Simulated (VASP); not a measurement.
# Y2AlN3: relaxation of cell and atoms with PBE

The system is Y2AlN3.

```
CELL_PARAMETERS angstrom
5.82035 0.00000 0.00000
-2.91017 5.04057 0.00000
0.00000 0.00000 3.93580
ATOMIC_POSITIONS crystal
Y 0.33333 0.66667 0.11875
Y 0.66667 0.33333 0.88125
Al 0.00000 0.00000 0.50000
N 0.33928 0.00000 0.50000
N 0.00000 0.33928 0.50000
N 0.66072 0.66072 0.50000
```

The cell was generated, and may not be a known phase.

```yaml
Program: VASP 6.6.1
Task: relaxation of cell and atoms
Functional: PBE
Potentials_or_basis: VASP PAW PBE potentials, release 64 (Y_sv, Al, N)
Cutoff: 600 eV
k_mesh: 3 × 3 × 4
Occupations: gaussian, width 0.1 eV
Spin: no spin polarisation
Dipole_correction: no
Further_INCAR_settings: ALGO = Normal; EDIFF = 1e-07; IBRION = 2; EDIFFG = -0.04; NSW = 90; ISIF = 3
```

```
Relaxed volume                        : 14.42 Å³/atom
Relaxed cell                          : a = 5.581 Å, b = 5.581 Å, c = 3.208 Å, α = 90.00°, β = 90.00°, γ = 120.00°
Space group after relaxing (to 0.1 Å) : P321 (No. 150)
Energy gained by relaxing             : 488.6 meV/atom
Ionic steps                           : 14
Pressure after relaxing               : -0.1 GPa
Largest force after relaxing          : 0.032 eV/Å
Band gap on the k mesh                : 1.72 eV (least direct gap 1.93 eV)
```

Forces in eV/Å, atoms in the order of the input:
```
Y    0.000  0.000  0.032
Y    0.000  0.000 -0.032
Al   0.000  0.000  0.000
N    0.024  0.000  0.000
N   -0.012  0.020  0.000
N   -0.012 -0.020  0.000
```

Stress tensor (GPa, compression positive):
```
-0.14  0.00  0.00
 0.00 -0.14  0.00
 0.00  0.00  0.04
```

The path:
| step | energy change (eV) | largest force (eV/Å) | pressure (GPa) | volume (Å³) |
| --- | --- | --- | --- | --- |
| 1 | 0.0000 | 2.5651 | -19.26 | 115.47 |
| 2 | -2.1566 | 2.2661 | 20.99 | 80.47 |
| 3 | -2.7148 | 0.5900 | 2.30 | 89.40 |
| 4 | -2.8679 | 0.3664 | -1.19 | 90.61 |
| 5 | -2.8681 | 0.3638 | -1.28 | 90.64 |
| 6 | -2.8858 | 0.2922 | 0.23 | 89.33 |
| 7 | -2.8858 | 0.2919 | 0.23 | 89.32 |
| 8 | -2.8982 | 0.2167 | -0.11 | 89.08 |
| 9 | -2.9209 | 0.1689 | -0.94 | 88.35 |
| 10 | -2.9183 | 0.1397 | -1.63 | 86.90 |
| 11 | -2.9259 | 0.1185 | -1.45 | 87.61 |
| 12 | -2.9303 | 0.0479 | 0.54 | 86.07 |
| 13 | -2.9309 | 0.0669 | 0.00 | 86.47 |
| 14 | -2.9315 | 0.0323 | -0.08 | 86.54 |

Final structure:
```cif
data_structure
_symmetry_space_group_name_H-M 'P 1'
_symmetry_Int_Tables_number 1
_cell_length_a 5.5810
_cell_length_b 5.5810
_cell_length_c 3.2081
_cell_angle_alpha 90.000
_cell_angle_beta 90.000
_cell_angle_gamma 120.000
_cell_volume 86.54
loop_
_atom_site_label
_atom_site_type_symbol
_atom_site_fract_x
_atom_site_fract_y
_atom_site_fract_z
_atom_site_occupancy
Y1 Y 0.33333 0.66667 0.08047 1
Y2 Y 0.66667 0.33333 0.91953 1
Al1 Al 0.00000 0.00000 0.50000 1
N1 N 0.33197 0.00000 0.50000 1
N2 N 0.00000 0.33197 0.50000 1
N3 N 0.66803 0.66803 0.50000 1
```

Levels at points of the mesh, in eV from the valence-band top:
```tsv
k point	band 17	band 18	band 19	band 20	band 21	band 22	band 23	band 24
(0.00, 0.00, 0.00)	-1.05	-0.33	-0.33	-0.22	1.72	2.76	4.05	4.05
(0.00, 0.00, 0.50)	-2.04	-0.65	-0.65	-0.15	3.12	3.63	3.63	6.28
```

Wall time 8.5 min on 1 thread of Intel Xeon 8259CL (shared host), peak memory 0.31 GiB.

Caveat: the volume moved by over 15 % at a fixed basis, so the end points are rough. A k mesh can miss the band edges.
